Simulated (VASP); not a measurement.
Here is a VASP 6.6.1 calculation.

File POSCAR:

```
WS2
1.0
    1.4467754085      0.8352961716      7.3413791902
   -1.4467754085      0.8352961716      7.3413791902
    0.0000000000     -1.6705923432      7.3413791902
W S
1 2
Direct
    0.0000000000      0.0000000000      0.0000000000
    0.7503000000      0.7503000000      0.7503000000
    0.5810000000      0.5810000000      0.5810000000
```

Contents of INCAR.step1:

```
SYSTEM = WS2
ALGO = Normal
EDIFF = 1E-4
ENCUT = 520
GGA = PE
ISMEAR = 0
LASPH = .TRUE.
LCHARG = .FALSE.
LREAL = .FALSE.
LWAVE = .TRUE.
NBANDS = 20
NELM = 100
PREC = Accurate
SIGMA = 0.05
```

INCAR.step2

```
SYSTEM = WS2
ALGO = Normal
EDIFF = 1E-6
ENCUT = 520
ISIF = 2
ISMEAR = 0
ISTART = 1
LASPH = .TRUE.
LCHARG = .FALSE.
LMIXTAU = .TRUE.
LREAL = .FALSE.
LWAVE = .FALSE.
METAGGA = R2SCAN
NBANDS = 20
NELM = 100
PREC = Accurate
SIGMA = 0.05
```

KPOINTS

```
k-points
0
G
  12 12 12
  0 0 0
```

Potentials or basis: VASP PAW PBE potentials, release 64 (W_sv, S).

The run is started by

```console
$ cat potpaw_PBE.64/W_sv/POTCAR potpaw_PBE.64/S/POTCAR > POTCAR
$ cp INCAR.step1 INCAR
$ mpirun -np 1 vasp_std > vasp.out
$ cp INCAR.step2 INCAR
$ mpirun -np 1 vasp_std > vasp.out
```

Question: Predict the band gap on the k mesh.

Answer: 0.11 eV (least direct gap 1.04 eV).

Question: Predict the largest force.

Answer: 3.456 eV/Å.

Question: What does it give for the pressure?

Answer: 3.3 GPa.

Stress tensor (GPa, compression positive):
```
 23.47   0.00   0.00
  0.00  23.47   0.00
  0.00   0.00 -36.89
```

Caveat: the stress differs along the axes, from -37 to 23 GPa; the PAW data sets were made with another functional, which shifts forces and pressure a little; spin-orbit coupling is left out, which moves the levels of the heavy elements. A k mesh can miss the band edges.
